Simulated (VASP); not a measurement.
Write the native input for VASP 6.6.1 that does the following.

| Property | Result |
| --- | --- |
| Task | single point |
| Functional | LDA |
| Potentials or basis | VASP PAW LDA potentials, release 64 (Cd) |
| Cutoff | 520 eV |
| k mesh | 14 × 14 × 14 |
| Occupations | fermi-dirac, width 0.1 eV |
| Spin | no spin polarisation |
| Dipole correction | no |
| Further INCAR settings | ALGO = Normal; EDIFF = 1e-06; NBANDS = 12 |

The structure of Cd lies in POSCAR:

```
Cd
1.0
   -1.6958717935      1.6958717935      1.6958717935
    1.6958717935     -1.6958717935      1.6958717935
    1.6958717935      1.6958717935     -1.6958717935
Cd
1
Direct
    0.0000000000      0.0000000000      0.0000000000
```

This cell differs from its parent crystal: volume scaled by 0.96.

These files were run (other wordings do the same):

INCAR

```
PREC = Accurate
ENCUT = 520
EDIFF = 1E-6
ISMEAR = -1
SIGMA = 0.1
LREAL = F
LASPH = T
NELM = 100
ALGO = Normal
ISIF = 2
LWAVE = F
LCHARG = F
GGA = CA
NBANDS = 12
```

KPOINTS

```
regular mesh
0
Gamma
  14 14 14
```

Potentials or basis: VASP PAW LDA potentials, release 64 (Cd).

The run is started by

```console
$ cat potpaw_LDA.64/Cd/POTCAR > POTCAR
$ mpirun -np 1 vasp_std > vasp.out
```

It gave:

```yaml
Pressure: 3.4 GPa
Band_gap_on_the_k_mesh: zero (band 6 reaches 7.04 eV, above the bottom of band 7 at 2.84 eV)
```

Run time: 6.4 s on 1 thread of Intel(R) Xeon(R) 6975P-C (Granite Rapids) (shared host), peak memory 0.14 GiB.
